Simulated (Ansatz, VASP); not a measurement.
**Ga: VASP beside Ansatz**

File INCAR:

```
SYSTEM = Ga
PREC     = Accurate       ! precision mode
ENCUT    = 600            ! plane-wave cutoff, eV
EDIFF    = 1E-6           ! SCF threshold, eV
ISMEAR   = 0              ! smearing method
SIGMA    = 0.1            ! smearing width, eV
LREAL    = .False.        ! projectors in reciprocal space
LASPH    = .True.         ! aspherical terms in the spheres
NELM     = 100            ! most SCF steps
ALGO     = Normal         ! electronic algorithm
ISIF     = 3              ! what is computed and relaxed
LWAVE    = .False.        ! write WAVECAR
LCHARG   = .False.        ! write CHGCAR
GGA      = PE             ! functional
IBRION   = 2              ! ionic algorithm
NSW      = 90             ! ionic steps
EDIFFG   = -0.04          ! ionic threshold
```

Contents of KPOINTS:

```
regular mesh
0
Gamma
  6 6 6
  0 0 0
```

The input POSCAR:

```
Ga
1.0
    0.0000000000      2.8315578885      4.4570079034
    1.6347687292      0.0000000000      4.4570079034
    1.6347687292      2.8315578885      0.0000000000
Ga
2
Direct
    0.1666700000      0.8333300000      0.1666700000
    0.8333300000      0.1666700000      0.8333300000
```

Input for Ansatz:

```yaml
crystal:
  lattice:
    - [0.0, 2.8315578885, 4.4570079034]
    - [1.6347687292, 0.0, 4.4570079034]
    - [1.6347687292, 2.8315578885, 0.0]
  atoms:
    - { symbol: Ga, position: [0.16667, 0.83333, 0.16667] }
    - { symbol: Ga, position: [0.83333, 0.16667, 0.83333] }
basis:
  ecutwfc: 420
kpoints:
  mp_grid: { grid: [6, 6, 6] }
hamiltonian:
  xc: pbe
scf:
  occupations: { method: gaussian, width: 0.1 }
  lower_state_search: "off"
output:
  forces: true
  stress: true
  eigenvalues: true
relax:
  adjacent_minimum: "off"
  f_tol: 0.04
  max_steps: 70
  cell: { stress_tol: 0.4 }
```

Alike in both runs: task relaxation of cell and atoms; functional PBE; k mesh 6 × 6 × 6; occupations gaussian, width 0.1 eV; no spin polarisation.

|  | VASP | Ansatz |
| --- | --- | --- |
| version | VASP 6.6.1 | Ansatz 0.2.0 |
| potentials or method | VASP PAW PBE potentials, release 64 (Ga_d), cutoff 600 eV | scalar-relativistic, plane waves, PAW |
| valence electrons in the cell | 26 | 26 |

Ansatz gave:

* gap on the k mesh at the Fermi level, each at its own relaxed structure (eV): none
* relaxed volume (Å³/atom): 20.90
* relaxed cell length with the largest relative difference (Å): 3.196

Question: Estimate VASP's values.

Answer: gap on the k mesh at the Fermi level, each at its own relaxed structure (eV): none; relaxed volume (Å³/atom): 20.08; relaxed cell length with the largest relative difference (Å): 3.035.

A gap of «none» marks a metal or a gap that the smearing closes. One of these differences is far larger than is usual between the two programs; its cause wasn't traced.

The k mesh is coarse, so the values compare programs but aren't converged.
